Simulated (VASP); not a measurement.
Wanted: the native input for a VASP 6.6.1 run.

```yaml
Task: single point
Functional: LDA
Potentials_or_basis: VASP PAW LDA potentials, release 64 (Cl, H)
Cutoff: 520 eV
k_mesh: 1 × 1 × 1
Occupations: fermi-dirac, width 0.02 eV
Spin: no spin polarisation
Dipole_correction: no
Further_INCAR_settings: ALGO = Normal; EDIFF = 1e-06; NBANDS = 36
```

The structure of HCl lies in POSCAR:

```
HCl
1.0
    6.7386640000      0.0000000000      0.0000000000
    0.0000000000      6.7386640000      0.0000000000
    0.0000000000      0.0000000000      6.7386640000
Cl H
6 6
Direct
    0.1692323582      0.0997823901      0.8219136612
    0.3844233813      0.6083401695      0.9136677537
    0.7769047396      0.8869710673      0.1495251878
    1.0252625743      0.3185052705      0.2072517639
    0.2938861472      0.9014843298      0.3797933834
    0.5094036444      0.4020381488      0.3945440817
    0.0635437529      0.1840869347      0.9787251598
    0.2738821820      0.7765040667      0.9069008338
    0.5905918443      0.9071679490      0.1776464890
    0.8582413369      0.2407302100      0.2480610400
    0.3347102630      0.7844878451      0.5245550157
    0.4263011184      0.2290661769      0.4590672572
```

The input as run:

INCAR

```
SYSTEM = HCl
ALGO = Normal
EDIFF = 1E-6
ENCUT = 520
GGA = CA
ISIF = 2
ISMEAR = -1
LASPH = .True.
LCHARG = .True.
LELF = .True.
LREAL = .False.
LVHAR = .True.
LWAVE = .False.
NBANDS = 36
NELM = 100
PREC = Accurate
SIGMA = 0.02
```

KPOINTS

```
k-points
0
Gamma
  1 1 1
  0 0 0
```

Potentials or basis: VASP PAW LDA potentials, release 64 (Cl, H).

Command:

```sh
$ cat potpaw_LDA.64/Cl/POTCAR potpaw_LDA.64/H/POTCAR > POTCAR
$ mpirun -np 1 vasp_gam > vasp.out
```

Results of the run:

The pressure is -0.5 GPa and the largest force is 1.485 eV/Å.

Caveat: the k points lie up to 0.93 Å⁻¹ apart; the atoms stand as in a frame of molecular dynamics.

Wall time 32 s on 1 thread of Intel Xeon 8259CL, with other jobs on the host, peak memory 0.24 GiB.
